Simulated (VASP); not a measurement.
# InSb (Pmmn) in VASP: a series of runs

InSb is run at these levels: PBE; tasks: single point.

Program: VASP 6.6.1. These are calculated values, not measurements. Logs are shortened: lines on timing, memory, paths and dates and some standing lists are left out, and cuts for length are marked.

**1. The cell of the first run**

Symmetry: Pmmn, No. 59, orthorhombic system. The conventional cell has a = 5.920 Å, b = 5.938 Å, c = 3.222 Å, α = 90.00°, β = 90.00°, γ = 90.00°. Within 4.2 Å of In (site symmetry mm2) lie 8 Sb at 3.09 to 3.79 Å and 6 In at 3.22 to 4.19 Å. Sb (site symmetry mm2) has 8 In at 3.09 to 3.79 Å and 2 Sb at 3.22 Å within 4.1 Å.

**2. Single point, PBE**

INCAR reads:

```
PREC     = Accurate       # precision mode
ENCUT    = 520            # plane-wave cutoff, eV
EDIFF    = 1E-6           # SCF threshold, eV
ISMEAR   = 0              # smearing method
SIGMA    = 0.01           # smearing width, eV
LREAL    = False          # projectors in reciprocal space
LASPH    = True           # aspherical terms in the spheres
NELM     = 80             # most SCF steps
ALGO     = Normal         # electronic algorithm
ISIF     = 2              # what is computed and relaxed
LWAVE    = False          # write WAVECAR
LCHARG   = False          # write CHGCAR
GGA      = PE             # functional
NBANDS   = 26             # bands
```

KPOINTS reads:

```
regular mesh
0
Gamma
  4 4 7
```

POSCAR reads:

```
InSb
1.0
    5.9204200000      0.0000000000      0.0000000000
    0.0000000000      5.9380040000      0.0000000000
    0.0000000000      0.0000000000      3.2224990000
In Sb
2 2
Direct
    0.0000000000      0.0000000000      0.0088050000
    0.5000000000      0.5000000000      0.9911950000
    0.0000000000      0.5000000000      0.2769970000
    0.5000000000      0.0000000000      0.7230030000
```

Potentials or basis: VASP PAW PBE potentials, release 64 (In_d, Sb).

Launch:

```bash
$ cat potpaw_PBE.64/In_d/POTCAR potpaw_PBE.64/Sb/POTCAR > POTCAR
$ mpirun -np 1 vasp_std > vasp.out
```

OUTCAR:

```text
PREC = Accurate
   ENCUT = 520
   EDIFF = 1E-6
   ISMEAR = 0
   LREAL = False
   LASPH = True
   NELM = 80
   ISIF = 2
   GGA = PE

 ion  position               nearest neighbor table
   1  0.000  0.000  0.009-   3 3.09   3 3.09   4 3.10   4 3.10   4 3.75   4 3.75   3 3.79   3 3.79

   2  0.500  0.500  0.991-   4 3.09   4 3.09   3 3.10   3 3.10   3 3.75   3 3.75   4 3.79   4 3.79

   3  0.000  0.500  0.277-   1 3.09   1 3.09   2 3.10   2 3.10   2 3.75   2 3.75   1 3.79   1 3.79

   4  0.500  0.000  0.723-   2 3.09   2 3.09   1 3.10   1 3.10   1 3.75   1 3.75   2 3.79   2 3.79

  LATTYP: Found a simple orthorhombic cell.
 ALAT       =     3.2224990000
 B/A-ratio  =     1.8372139138
 C/A-ratio  =     1.8426705485

  Lattice vectors:

 A1 = (   0.0000000000,   0.0000000000,   3.2224990000)
 A2 = (   5.9204200000,   0.0000000000,   0.0000000000)
 A3 = (   0.0000000000,   5.9380040000,   0.0000000000)

Analysis of symmetry for initial positions (statically):
=====================================================================
 Subroutine PRICEL returns:
 Original cell was already a primitive cell.

 Routine SETGRP: Setting up the symmetry group for a
 simple orthorhombic supercell.

 Subroutine GETGRP returns: Found  8 space group operations
 (whereof  4 operations were pure point group operations)
 out of a pool of  8 trial point group operations.

The static configuration has the point symmetry C_2v.
 The point group associated with its full space group is D_2h.

Analysis of symmetry for dynamics (positions and initial velocities):
=====================================================================
 Subroutine PRICEL returns:
 Original cell was already a primitive cell.

 Routine SETGRP: Setting up the symmetry group for a
 simple orthorhombic supercell.

 Subroutine GETGRP returns: Found  8 space group operations
 (whereof  4 operations were pure point group operations)
 out of a pool of  8 trial point group operations.

The dynamic configuration has the point symmetry C_2v.
 The point group associated with its full space group is D_2h.

 Subroutine INISYM returns: Found  8 space group operations
 (whereof  4 operations are pure point group operations),
 and found     1 'primitive' translations

----------------------------------------------------------------------------------------

                                     Primitive cell

  volume of cell :     113.2885

  direct lattice vectors                    reciprocal lattice vectors
     5.920420000  0.000000000  0.000000000     0.168906936  0.000000000  0.000000000
     0.000000000  5.938004000  0.000000000     0.000000000  0.168406758  0.000000000
     0.000000000  0.000000000  3.222499000     0.000000000  0.000000000  0.310318172

  length of vectors
     5.920420000  5.938004000  3.222499000     0.168906936  0.168406758  0.310318172

  position of ions in fractional coordinates (direct lattice)
     0.000000000  0.000000000  0.008805000
     0.500000000  0.500000000  0.991195000
     0.000000000  0.500000000  0.276997000
     0.500000000  0.000000000  0.723003000

  ion indices of the primitive-cell ions
   primitive index   ion index
                 1           1
                 2           2
                 3           3
                 4           4

----------------------------------------------------------------------------------------

 KPOINTS: regular mesh

Automatic generation of k-mesh.
 Grid dimensions read from file:
 generate k-points for:    4    4    7

 Generating k-lattice:

  Cartesian coordinates                     Fractional coordinates (reciprocal lattice)
     0.042226734  0.000000000  0.000000000     0.250000000  0.000000000  0.000000000
     0.000000000  0.042101689  0.000000000     0.000000000  0.250000000  0.000000000
     0.000000000  0.000000000  0.044331167     0.000000000  0.000000000  0.142857143

  Length of vectors
     0.042226734  0.042101689  0.044331167

  Shift w.r.t. Gamma in fractional coordinates (k-lattice)
     0.000000000  0.000000000  0.000000000

 Subroutine IBZKPT returns following result:
 ===========================================

 Found     36 irreducible k-points:

 Following reciprocal coordinates:
            Coordinates               Weight
  0.000000  0.000000  0.000000      1.000000
  0.250000  0.000000  0.000000      2.000000
  0.500000  0.000000  0.000000      1.000000
  0.000000  0.250000  0.000000      2.000000
  0.250000  0.250000  0.000000      4.000000
  0.500000  0.250000  0.000000      2.000000
[... 16 lines left out ...]
  0.250000  0.250000  0.285714      8.000000
  0.500000  0.250000  0.285714      4.000000
 [... further k-points ...]
   k-points           NKPTS =     36   k-points in BZ     NKDIM =     36   number of bands    NBANDS=     26
   number of dos      NEDOS =    301   number of ions     NIONS =      4
   total plane-waves  NPLWV =  55296
   dimension x,y,z NGX =    48 NGY =   48 NGZ =   24
   dimension x,y,z NGXF=    96 NGYF=   96 NGZF=   48
   ions per type =               2   2
   NGX,Y,Z   is equivalent  to a cutoff of  13.48, 13.44, 12.38 a.u.
   NGXF,Y,Z  is equivalent  to a cutoff of  26.96, 26.88, 24.76 a.u.
 SYSTEM =  unknown system
   PREC   = accura    normal or accurate (medium, high low for compatibility)
   ISTART =      0    job   : 0-new  1-cont  2-samecut
   ICHARG =      2    charge: 1-file 2-atom 10-const
   ISPIN  =      1    spin polarized calculation?
   LNONCOLLINEAR =      F non collinear calculations
   LSORBIT =      F    spin-orbit coupling
   LASPH  =      T    aspherical Exc in radial PAW
   ENCUT  =  520.0 eV  38.22 Ry    6.18 a.u.  11.01 11.04  5.99*2*pi/ulx,y,z
   NELM   =     80;   NELMIN=  2; NELMDL= -5     # of ELM steps
   EDIFF  = 0.1E-05   stopping-criterion for ELM
   LREAL  =      F    real-space projection
   EDIFFG = 0.1E-04   stopping-criterion for IOM
   NSW    =      0    number of steps for IOM
   IBRION =     -1    ionic relax: 0-MD 1-quasi-New 2-CG
   NFREE  =      0    steps in history (QN), initial steepest desc. (CG)
   ISIF   =      2    stress and relaxation
   ISYM   =      2    0-nonsym 1-usesym 2-fastsym
   POTIM  = 0.5000    time-step for ionic-motion
   TEBEG  =    0.0;   TEEND  =   0.0 temperature during run
   PSTRESS=    0.0 pullay stress
   NELECT =      36.0000    total number of electrons
   NUPDOWN=      -1.0000    fix difference up-down
   EMIN   =  10.00;   EMAX   =-10.00  energy-range for DOS
   EFERMI =   0.00;   METHOD = LEGACY
   ISMEAR =     0;   SIGMA  =   0.01  broadening in eV -4-tet -1-fermi 0-gaus
   EFERMI_NEDOS =   21; number of points for ismear=-14 and -15
   IALGO  =     38    algorithm
   IMIX   =      4    mixing-type and parameters
     AMIX     =   0.40;   BMIX     =  1.00
     AMIX_MAG =   1.60;   BMIX_MAG =  1.00
  volume/ion in A,a.u.               =      28.32       191.13
  Fermi-wavevector in a.u.,A,eV,Ry     =   1.117156  2.111118 16.980574  1.248037
  Thomas-Fermi vector in A             =   2.253776
   LORBIT       =      0    0 simple, 1 ext, 2 COOP (PROOUT), +10 PAW based schemes
   GGA     = PE    functional components
   LHFCALC =     F    Hartree Fock is set to
   AEXX    =    0.0000 exact exchange contribution
   IVDW    =     0    specifies the selected vdW correction
   LEPSILON=     F    determine dielectric tensor
   LRPA    =     F    only Hartree local field effects (RPA)
 non-spin polarized calculation
 Gauss-broadening in eV      SIGMA  =   0.01
  energy-cutoff  :      520.00
  volume of cell :      113.29
 maximum number of plane-waves:      3088
 NGX is ok and might be reduce to    48
   NGX = 23   NGY = 23   NGZ = 11

 number of electron      36.0000004 magnetization

 Free energy of the ion-electron system (eV)
  ---------------------------------------------------
  ext. energy  EPLUGINS =         0.00000000
  ---------------------------------------------------
  free energy    TOTEN  =       -13.46718191 eV

  energy without entropy =      -13.46718190  energy(sigma->0) =      -13.46718191

 E-fermi :   7.0984     XC(G=0):  -9.8736

 val. band max:        7.0678911846   @ k =   0.0000   0.0000   0.4286
 cond. band min:       7.1300275369   @ k =   0.0000   0.2500   0.1429
 fundamental gap:      0.0621363523
 Fermi energy:         7.0984244538

 k-point     1 :       0.0000    0.0000    0.0000
  band No.  band energies     occupation
      1      -7.6835      2.00000
      2      -7.6523      2.00000
      3      -7.5732      2.00000
      4      -7.4608      2.00000
      5      -7.4440      2.00000
      6      -7.3841      2.00000
[... 18 lines left out ...]
     25      15.5385      0.00000
     26      15.6702      0.00000

 k-point     2 :       0.2500    0.0000    0.0000
  band No.  band energies     occupation
      1      -7.6775      2.00000
      2      -7.6556      2.00000
      3      -7.5482      2.00000
      4      -7.4559      2.00000
      5      -7.4506      2.00000
      6      -7.3965      2.00000
[... 18 lines left out ...]
     25      13.7919      0.00000
     26      14.8980      0.00000

 k-point     3 :       0.5000    0.0000    0.0000
  band No.  band energies     occupation
      1      -7.6653      2.00000
      2      -7.6653      2.00000
      3      -7.4954      2.00000
      4      -7.4954      2.00000
      5      -7.4246      2.00000
      6      -7.4246      2.00000
[... 18 lines left out ...]
     25      13.9483      0.00000
     26      13.9483      0.00000

 k-point     4 :       0.0000    0.2500    0.0000
  band No.  band energies     occupation
      1      -7.6774      2.00000
      2      -7.6554      2.00000
      3      -7.5483      2.00000
      4      -7.4559      2.00000
      5      -7.4507      2.00000
      6      -7.3965      2.00000
[... 18 lines left out ...]
     25      13.8378      0.00000
     26      14.9267      0.00000

 k-point     5 :       0.2500    0.2500    0.0000
  band No.  band energies     occupation
      1      -7.6731      2.00000
      2      -7.6576      2.00000
      3      -7.5278      2.00000
      4      -7.4615      2.00000
      5      -7.4435      2.00000
      6      -7.4053      2.00000
[... 18 lines left out ...]
     25      13.3540      0.00000
     26      13.5263      0.00000

 k-point     6 :       0.5000    0.2500    0.0000
  band No.  band energies     occupation
      1      -7.6645      2.00000
      2      -7.6645      2.00000
      3      -7.4872      2.00000
      4      -7.4872      2.00000
      5      -7.4252      2.00000
      6      -7.4252      2.00000
[... 427 lines left out ...]
 k-point    21 :       0.5000    0.0000    0.2857
  band No.  band energies     occupation
      1      -7.4809      2.00000
      2      -7.4809      2.00000
      3      -7.4549      2.00000
      4      -7.4549      2.00000
      5      -7.4526      2.00000
      6      -7.4526      2.00000
[... 18 lines left out ...]
     25      11.7360      0.00000
     26      11.7360      0.00000

 k-point    22 :       0.0000    0.2500    0.2857
  band No.  band energies     occupation
      1      -7.5131      2.00000
      2      -7.4639      2.00000
      3      -7.4628      2.00000
      4      -7.4511      2.00000
      5      -7.4502      2.00000
      6      -7.4436      2.00000
[... 18 lines left out ...]
     25      12.6366      0.00000
     26      12.6939      0.00000

 k-point    23 :       0.2500    0.2500    0.2857
  band No.  band energies     occupation
      1      -7.5001      2.00000
      2      -7.4698      2.00000
      3      -7.4598      2.00000
      4      -7.4554      2.00000
      5      -7.4465      2.00000
      6      -7.4458      2.00000
[... 18 lines left out ...]
     25      12.8343      0.00000
     26      12.8831      0.00000

 k-point    24 :       0.5000    0.2500    0.2857
  band No.  band energies     occupation
      1      -7.4777      2.00000
      2      -7.4777      2.00000
      3      -7.4614      2.00000
      4      -7.4614      2.00000
      5      -7.4450      2.00000
      6      -7.4450      2.00000
[... 18 lines left out ...]
     25      12.2064      0.00000
     26      12.2064      0.00000

 [... further k-points ...]

------------------------ aborting loop because EDIFF is reached ----------------------------------------

  FORCE on cell =-STRESS in cart. coord.  units (eV):
  Direction    XX          YY          ZZ          XY          YZ          ZX
  --------------------------------------------------------------------------------------
  -------------------------------------------------------------------------------------
  Total       -0.0548778     -0.1085605      0.2246346      0.0000000      0.0000000      0.0000000
  in kB       -0.7761067     -1.5353116      3.1768840      0.0000000      0.0000000      0.0000000
  external PRESSURE =       0.2884886 kB  Pullay stress =       0.0000000 kB

 VOLUME and BASIS-vectors are now :
 -----------------------------------------------------------------------------
  energy-cutoff  :      520.00
  volume of cell :      113.29
      direct lattice vectors                 reciprocal lattice vectors
     5.920420000  0.000000000  0.000000000     0.168906936  0.000000000  0.000000000
     0.000000000  5.938004000  0.000000000     0.000000000  0.168406758  0.000000000
     0.000000000  0.000000000  3.222499000     0.000000000  0.000000000  0.310318172

 POSITION                                       TOTAL-FORCE (eV/Angst)
 -----------------------------------------------------------------------------------
      0.00000      0.00000      0.02837         0.000000      0.000000     -0.007720
      2.96021      2.96900      3.19412         0.000000      0.000000      0.007720
      0.00000      2.96900      0.89262         0.000000      0.000000     -0.012047
      2.96021      0.00000      2.32988         0.000000      0.000000      0.012047
 -----------------------------------------------------------------------------------
    total drift:                                0.000000      0.000000      0.000000

  FREE ENERGIE OF THE ION-ELECTRON SYSTEM (eV)
  ---------------------------------------------------
  free  energy   TOTEN  =       -13.4671819147 eV

  energy  without entropy=      -13.4671818964  energy(sigma->0) =      -13.46718191
```

Run time: 88 s. Hardware: 1 thread of Intel Xeon 6975P-C (Granite Rapids), shared host; peak memory 0.28 GiB.

Results:

* Free energy: -13.4672 eV
* Pressure: 0.0 GPa
* Largest force: 0.012 eV/Å
* Band gap on the k mesh: zero (bands 18 and 19 overlap by 2.52 eV)

Forces in eV/Å, atoms in the order of the input:
```
In   0.000  0.000 -0.008
In   0.000  0.000  0.008
Sb   0.000  0.000 -0.012
Sb   0.000  0.000  0.012
```

Caveat: spin-orbit coupling is left out, which moves the levels of the heavy elements.

**3. Single point, PBE**

INCAR reads:

```
SYSTEM = InSb
  PREC = Accurate
  ENCUT = 520
  EDIFF = 1E-7
  ISMEAR = 0
  SIGMA = 0.1
  LREAL = .False.
  LASPH = .True.
  NELM = 80
  ALGO = Normal
  ISIF = 2
  LWAVE = .False.
  LCHARG = .False.
  GGA = PE
  NBANDS = 26
```

KPOINTS reads:

```
regular mesh
0
Gamma
  6 6 10
  0 0 0
```

POSCAR is that of step 2.

Potentials or basis: VASP PAW PBE potentials, release 64 (In_d, Sb).

Launch:

```bash
$ cat potpaw_PBE.64/In_d/POTCAR potpaw_PBE.64/Sb/POTCAR > POTCAR
$ mpirun -np 1 vasp_std > vasp.out
```

Run time: 3.5 min. Hardware: 1 thread of Intel Xeon 6975P-C (Granite Rapids), shared host; peak memory 0.39 GiB.

Results (log left out):

```
Free energy            : -13.3474 eV
Pressure               : 0.0 GPa
Largest force          : 0.049 eV/Å
Band gap on the k mesh : zero (bands 18 and 19 overlap by 2.68 eV)
```

Forces on the atoms (eV/Å):
```
In   0.000  0.000 -0.001
In   0.000  0.000  0.001
Sb   0.000  0.000 -0.049
Sb   0.000  0.000  0.049
```

Stress tensor (GPa, compression positive):
```
-0.64  0.00  0.00
 0.00 -0.56  0.00
 0.00  0.00  1.20
```

Levels at points of the mesh, in eV from the Fermi level:
```tsv
k point	band 15	band 16	band 17	band 18	band 19	band 20	band 21	band 22
(0.00, 0.00, 0.00)	-4.60	-3.45	-2.07	-2.06	3.19	3.62	4.46	5.83
(0.50, 0.00, 0.00)	-3.61	-3.61	0.11	0.11	3.02	3.02	4.13	4.13
(0.00, 0.50, 0.00)	-3.61	-3.61	0.08	0.08	3.00	3.00	4.12	4.12
(0.50, 0.50, 0.00)	-0.49	-0.49	1.46	1.46	1.70	1.70	1.84	1.84
(0.00, 0.00, 0.50)	-2.27	-1.76	-1.71	-0.93	-0.86	-0.80	0.37	0.80
(0.50, 0.00, 0.50)	-2.23	-2.23	-1.35	-1.35	-1.20	-1.20	2.38	2.38
(0.00, 0.50, 0.50)	-2.21	-2.21	-1.29	-1.29	-1.14	-1.14	2.28	2.28
(0.50, 0.50, 0.50)	-4.09	-4.09	-2.92	-2.92	2.76	2.76	3.06	3.06
```

Caveat: spin-orbit coupling is left out, which moves the levels of the heavy elements.

**4. Single point, PBE**

INCAR reads:

```
ALGO     = Normal         # electronic algorithm
EDIFF    = 1E-7           # SCF threshold, eV
ENCUT    = 520            # plane-wave cutoff, eV
GGA      = PE             # functional
ISIF     = 2              # what is computed and relaxed
ISMEAR   = 0              # smearing method
LASPH    = True           # aspherical terms in the spheres
LCHARG   = False          # write CHGCAR
LREAL    = False          # projectors in reciprocal space
LWAVE    = False          # write WAVECAR
NBANDS   = 26             # bands
NELM     = 80             # most SCF steps
PREC     = Accurate       # precision mode
SIGMA    = 0.1            # smearing width, eV
```

KPOINTS reads:

```
Automatic mesh
0
Gamma
  6 6 10
  0.5 0.5 0.5
```

POSCAR is that of step 3.

Launch:

```bash
$ cat potpaw_PBE.64/In_d/POTCAR potpaw_PBE.64/Sb/POTCAR > POTCAR
$ mpirun -np 1 vasp_std > vasp.out
```

It took 1.9 min on 1 thread of Intel Xeon 6975P-C (Granite Rapids), shared host; peak memory 0.29 GiB.

The run converged. Its results:

* Free energy: -13.3634 eV
* Pressure: -0.1 GPa
* Largest force: 0.068 eV/Å
* Band gap on the k mesh: zero (bands 18 and 19 overlap by 2.06 eV)

Forces in eV/Å, atoms in the order of the input:
```
In   0.000  0.000  0.003
In   0.000  0.000 -0.003
Sb   0.000  0.000 -0.068
Sb   0.000  0.000  0.068
```

Stress tensor (GPa, compression positive):
```
-0.33  0.00  0.00
 0.00 -0.34  0.00
 0.00  0.00  0.45
```

Levels at points of the mesh, in eV from the Fermi level:
```tsv
k point	band 16	band 17	band 18	band 19	band 20	band 21
(0.08, 0.08, 0.05)	-3.77	-1.77	-1.40	3.22	3.64	4.29
```

Caveat: spin-orbit coupling is left out, which moves the levels of the heavy elements.

(Continued in part 2 of 2.)
